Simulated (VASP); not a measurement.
# Fe (Im-3m) in VASP: further runs

Fe is run at these levels: revPBE; tasks: single point.

Program: VASP 6.6.1. These are calculated values, not measurements. Logs are shortened: lines on timing, memory, paths and dates and some standing lists are left out, and cuts for length are marked.

## 1. The cell of the first run

Symmetry: Im-3m, No. 229, cubic system. Conventional cell: a = 2.820 Å, b = 2.820 Å, c = 2.820 Å, α = 90.00°, β = 90.00°, γ = 90.00°. Fe (site symmetry m-3m) has 14 Fe at 2.44 to 2.82 Å within 3.2 Å.

## 2. Single point, revPBE, non-collinear spin, typed start, spin-orbit coupling

INCAR

```
SYSTEM = Fe
PREC = Accurate ; ENCUT = 600
EDIFF = 1E-6 ; ISMEAR = -1
SIGMA = 0.05 ; LREAL = .FALSE.
LASPH = .TRUE. ; NELM = 200
ALGO = Normal ; ISIF = 2
LWAVE = .FALSE. ; LCHARG = .FALSE.
MAGMOM = 0 0 -2.213 0 0 -2.213 ; LORBIT = 11
LSORBIT = .TRUE. ; GGA_COMPAT = .FALSE.
LORBMOM = .TRUE. ; LMAXMIX = 4
GGA = RE ; NBANDS = 28
```

KPOINTS

```
Automatic mesh
0
G
  11 11 11
  0 0 0
```

POSCAR

```
Fe
1.0
    2.8199927237      0.0000000000      0.0000000000
    0.0000000000      2.8199927237      0.0000000000
    0.0000000000      0.0000000000      2.8199927237
Fe
2
Direct
    0.0000000000      0.0000000000      0.0000000000
    0.5000000000      0.5000000000      0.5000000000
```

Potentials or basis: VASP PAW PBE potentials, release 64 (Fe).

Run with:

```
$ cat potpaw_PBE.64/Fe/POTCAR > POTCAR
$ mpirun -np 1 vasp_ncl > vasp.out
```

OUTCAR:

```text
SYSTEM = Fe
   PREC = Accurate
   ENCUT = 600
   EDIFF = 1E-6
   ISMEAR = -1
   LREAL = .FALSE.
   LASPH = .TRUE.
   NELM = 200
   ISIF = 2
   LORBIT = 11
   LSORBIT = .TRUE.
   GGA = RE

 ion  position               nearest neighbor table
   1  0.000  0.000  0.000-   2 2.44   2 2.44   2 2.44   2 2.44   2 2.44   2 2.44   2 2.44   2 2.44

   2  0.500  0.500  0.500-   1 2.44   1 2.44   1 2.44   1 2.44   1 2.44   1 2.44   1 2.44   1 2.44

  LATTYP: Found a simple cubic cell.
 ALAT       =     2.8199927237

  Lattice vectors:

 A1 = (   2.8199927237,   0.0000000000,   0.0000000000)
 A2 = (   0.0000000000,   2.8199927237,   0.0000000000)
 A3 = (   0.0000000000,   0.0000000000,   2.8199927237)

Analysis of symmetry for initial positions (statically):
=====================================================================
 Subroutine PRICEL returns following result:

  LATTYP: Found a body centered cubic cell.
 ALAT       =     2.8199927237
[... 12 lines left out ...]
 Subroutine GETGRP returns: Found 48 space group operations
 (whereof 48 operations were pure point group operations)
 out of a pool of 48 trial point group operations.

The static configuration has the point symmetry O_h .

Analysis of symmetry for dynamics (positions and initial velocities):
=====================================================================
 Subroutine PRICEL returns following result:

  LATTYP: Found a body centered cubic cell.
 ALAT       =     2.8199927237
[... 12 lines left out ...]
 Subroutine GETGRP returns: Found 48 space group operations
 (whereof 48 operations were pure point group operations)
 out of a pool of 48 trial point group operations.

The dynamic configuration has the point symmetry O_h .

Analysis of structural, dynamic, and magnetic symmetry:
=====================================================================
 Subroutine PRICEL returns following result:

  LATTYP: Found a body centered cubic cell.
 ALAT       =     2.8199927237
[... 12 lines left out ...]
 Subroutine GETGRP returns: Found  8 space group operations
 (whereof  8 operations were pure point group operations)
 out of a pool of 48 trial point group operations.

The overall configuration has the point symmetry C_4h.

 Subroutine INISYM returns: Found  8 space group operations
 (whereof  8 operations are pure point group operations),
 and found     2 'primitive' translations

----------------------------------------------------------------------------------------

                                     Primitive cell

  volume of cell :      11.2128

  direct lattice vectors                    reciprocal lattice vectors
     1.409996362  1.409996362 -1.409996362     0.354610844  0.354610844  0.000000000
    -1.409996362  1.409996362  1.409996362     0.000000000  0.354610844  0.354610844
     1.409996362 -1.409996362  1.409996362     0.354610844  0.000000000  0.354610844

  length of vectors
     2.442185337  2.442185337  2.442185337     0.501495465  0.501495465  0.501495465

  position of ions in fractional coordinates (direct lattice)
     0.000000000  0.000000000  0.000000000

  ion indices of the primitive-cell ions
   primitive index   ion index
                 1           1

----------------------------------------------------------------------------------------

 KPOINTS: Automatic mesh

Automatic generation of k-mesh.
 Grid dimensions read from file:
 generate k-points for:   11   11   11

 Generating k-lattice:

  Cartesian coordinates                     Fractional coordinates (reciprocal lattice)
     0.032237349  0.000000000  0.000000000     0.090909091  0.000000000  0.000000000
     0.000000000  0.032237349  0.000000000     0.000000000  0.090909091  0.000000000
     0.000000000  0.000000000  0.032237349     0.000000000  0.000000000  0.090909091

  Length of vectors
     0.032237349  0.032237349  0.032237349

  Shift w.r.t. Gamma in fractional coordinates (k-lattice)
     0.000000000  0.000000000  0.000000000

 Subroutine IBZKPT returns following result:
 ===========================================

[... 85 lines left out ...]

 number of electron      16.0000016 magnetization       0.0000000      0.0000000     -4.3728002

 number of electron      16.0000016 magnetization      -0.0000000      0.0000000     -4.3727904

 Free energy of the ion-electron system (eV)
  ---------------------------------------------------
  ext. energy  EPLUGINS =         0.00000000
  ---------------------------------------------------
  free energy    TOTEN  =       -15.71816678 eV

  energy without entropy =      -15.70152771  energy(sigma->0) =      -15.70984725

 E-fermi :   6.0409     XC(G=0): -13.1270

 val. band max:        6.0334984511   @ k =   0.0909   0.0909   0.0909
 cond. band min:       6.0443938440   @ k =   0.3636   0.1818   0.0000
 fundamental gap:      0.0108953929
 Fermi energy:         6.0409424783

 k-point     1 :       0.0000    0.0000    0.0000
  band No.  band energies     occupation
      1      -2.4456      1.00000
      2      -2.2963      1.00000
      3       1.1081      1.00000
      4       1.1152      1.00000
      5       2.9620      1.00000
      6       2.9688      1.00000
[... 733 lines left out ...]
     27      20.5881      0.00000
     28      21.1518      0.00000

 [... further k-points ...]
[... 5 lines left out ...]
  --------------------------------------------------------------------------------------
  -------------------------------------------------------------------------------------
  Total        0.9501296      0.9501296      0.9406999     -0.0000012      0.0000000      0.0000000
  in kB       67.8811966     67.8811966     67.2074990     -0.0000830      0.0000000      0.0000000
  external PRESSURE =      67.6566307 kB  Pullay stress =       0.0000000 kB

 VOLUME and BASIS-vectors are now :
 -----------------------------------------------------------------------------
  energy-cutoff  :      600.00
  volume of cell :       22.43
      direct lattice vectors                 reciprocal lattice vectors
     2.819992724  0.000000000  0.000000000     0.354610844  0.000000000  0.000000000
     0.000000000  2.819992724  0.000000000     0.000000000  0.354610844  0.000000000
     0.000000000  0.000000000  2.819992724     0.000000000  0.000000000  0.354610844

 POSITION                                       TOTAL-FORCE (eV/Angst)
 -----------------------------------------------------------------------------------
      0.00000      0.00000      0.00000         0.000000     -0.000000     -0.000000
      1.41000      1.41000      1.41000        -0.000000      0.000000      0.000000
 -----------------------------------------------------------------------------------
    total drift:                                0.000000     -0.000000     -0.000000

  FREE ENERGIE OF THE ION-ELECTRON SYSTEM (eV)
  ---------------------------------------------------
  free  energy   TOTEN  =       -15.7181667846 eV

  energy  without entropy=      -15.7015277057  energy(sigma->0) =      -15.70984725

 orbital moment (x)

 # of ion     p       d       tot
 ----------------------------------------
  1        -0.000  -0.000  -0.000
  2         0.000  -0.000  -0.000
 ----------------------------------------
           -0.000  -0.000  -0.000

 orbital moment (y)

 # of ion     p       d       tot
 ----------------------------------------
  1         0.000  -0.000  -0.000
  2        -0.000   0.000   0.000
 ----------------------------------------
            0.000  -0.000  -0.000

 orbital moment (z)

 # of ion     p       d       tot
 ----------------------------------------
  1        -0.000  -0.045  -0.045
  2        -0.000  -0.045  -0.045
 ----------------------------------------
           -0.000  -0.090  -0.091

 Spin-Orbit-Coupling matrix elements

 Ion:    1  E_soc:     -0.0119959
 l=   1
     0.0000000    -0.0003199    -0.0003080
    -0.0003199     0.0000000    -0.0003199
    -0.0003080    -0.0003199     0.0000000
 l=   2
     0.0000000    -0.0003552     0.0000000    -0.0003552    -0.0011614
    -0.0003552     0.0000000    -0.0010206    -0.0004510    -0.0003431
     0.0000000    -0.0010206     0.0000000    -0.0010206     0.0000000
    -0.0003552    -0.0004510    -0.0010206     0.0000000    -0.0003431
    -0.0011614    -0.0003431     0.0000000    -0.0003431     0.0000000
 l=   3
     0.0000000     0.0000000     0.0000000     0.0000000     0.0000000     0.0000000     0.0000000
     0.0000000     0.0000000     0.0000000     0.0000000     0.0000000     0.0000000     0.0000000
     0.0000000     0.0000000     0.0000000     0.0000000     0.0000000     0.0000000     0.0000000
     0.0000000     0.0000000     0.0000000     0.0000000     0.0000000     0.0000000     0.0000000
     0.0000000     0.0000000     0.0000000     0.0000000     0.0000000     0.0000000     0.0000000
     0.0000000     0.0000000     0.0000000     0.0000000     0.0000000     0.0000000     0.0000000
     0.0000000     0.0000000     0.0000000     0.0000000     0.0000000     0.0000000     0.0000000

 Ion:    2  E_soc:     -0.0119959
 l=   1
     0.0000000    -0.0003199    -0.0003080
    -0.0003199     0.0000000    -0.0003199
    -0.0003080    -0.0003199     0.0000000
 l=   2
     0.0000000    -0.0003552     0.0000000    -0.0003552    -0.0011614
    -0.0003552     0.0000000    -0.0010206    -0.0004510    -0.0003431
     0.0000000    -0.0010206     0.0000000    -0.0010206     0.0000000
    -0.0003552    -0.0004510    -0.0010206     0.0000000    -0.0003431
    -0.0011614    -0.0003431     0.0000000    -0.0003431     0.0000000
 l=   3
     0.0000000     0.0000000     0.0000000     0.0000000     0.0000000     0.0000000     0.0000000
     0.0000000     0.0000000     0.0000000     0.0000000     0.0000000     0.0000000     0.0000000
     0.0000000     0.0000000     0.0000000     0.0000000     0.0000000     0.0000000     0.0000000
     0.0000000     0.0000000     0.0000000     0.0000000     0.0000000     0.0000000     0.0000000
     0.0000000     0.0000000     0.0000000     0.0000000     0.0000000     0.0000000     0.0000000
     0.0000000     0.0000000     0.0000000     0.0000000     0.0000000     0.0000000     0.0000000
     0.0000000     0.0000000     0.0000000     0.0000000     0.0000000     0.0000000     0.0000000

 total charge

# of ion       s       p       d       tot
------------------------------------------
    1        0.494   0.553   6.245   7.292
    2        0.494   0.553   6.245   7.292
--------------------------------------------------
tot          0.987   1.106  12.491  14.584

 magnetization (x)

# of ion       s       p       d       tot
------------------------------------------
    1       -0.000   0.000  -0.000  -0.000
    2       -0.000   0.000  -0.000  -0.000
--------------------------------------------------
tot         -0.000   0.000  -0.000  -0.000

 magnetization (y)

# of ion       s       p       d       tot
------------------------------------------
    1       -0.000   0.000   0.000   0.000
    2       -0.000   0.000   0.000   0.000
--------------------------------------------------
tot         -0.000   0.000   0.000   0.000

 magnetization (z)

# of ion       s       p       d       tot
------------------------------------------
    1        0.013   0.056  -2.251  -2.181
    2        0.013   0.056  -2.251  -2.181
--------------------------------------------------
tot          0.027   0.112  -4.501  -4.362
```

It took 19 min on 1 thread of Oxide Virtual Turin-like, shared host; peak memory 0.32 GiB.

What came out:

- Free energy: -15.7182 eV
- Pressure: 6.8 GPa
- Net moment: 4.37 μB per cell
- Valence electrons inside the program's atomic spheres: Fe 7.29

Moments on the atoms (μB; x, y, z):
```
Fe   0.00  0.00 -2.18
Fe   0.00  0.00 -2.18
```

Caveat: the cell stands under pressure; the PAW data sets were made with another functional, which shifts forces and pressure a little.

(Continued in part 2 of 2.)
